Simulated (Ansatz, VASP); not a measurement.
# Te2Mo in VASP and in Ansatz

```xyz
6
Lattice="3.5567 0.0000 0.0000 -1.7783 3.0802 0.0000 0.0000 0.0000 14.4117" Properties=species:S:1:pos:R:3 pbc="T T T"
Te    0.0000    2.0534    9.0033
Te    1.7783    1.0267    1.7975
Te    1.7783    1.0267    5.4084
Te    0.0000    2.0534   12.6143
Mo    0.0000    2.0534    3.6029
Mo    1.7783    1.0267   10.8088
```

Alike in both runs: task single point; functional PBE; k mesh 12 × 12 × 2; occupations gaussian, width 0.02 eV; no spin polarisation.

|  | VASP | Ansatz |
| --- | --- | --- |
| version | VASP 6.6.1 | Ansatz 0.2.0 |
| potentials or method | VASP PAW PBE potentials, release 64 (Te, Mo_sv), cutoff 520 eV | scalar-relativistic, plane waves, PAW |
| valence electrons in the cell | 52 | 92 |

VASP gave:

- gap on the k mesh at the Fermi level (eV): 0.88
- least direct gap on the mesh (eV): 1.00
- pressure (GPa): 0.4
- traceless stress, the component that is largest in VASP (GPa): 0.43
- rms of the force components (eV/Å): 0.006

Problem. Estimate Ansatz's values.

Solution. gap on the k mesh at the Fermi level (eV): 0.88; least direct gap on the mesh (eV): 1.00; pressure (GPa): 0.4; traceless stress, the component that is largest in VASP (GPa): 0.37; rms of the force components (eV/Å): 0.000.

Atom by atom the forces differ by 0.006 eV/Å (rms over components). The functional is the same, so the differences come from potentials, cutoffs and numerics. VASP's potentials hold 52 valence electrons a cell and Ansatz's 92, so a difference there can come from the potentials and not from the codes.

Neither program's run includes spin-orbit coupling.
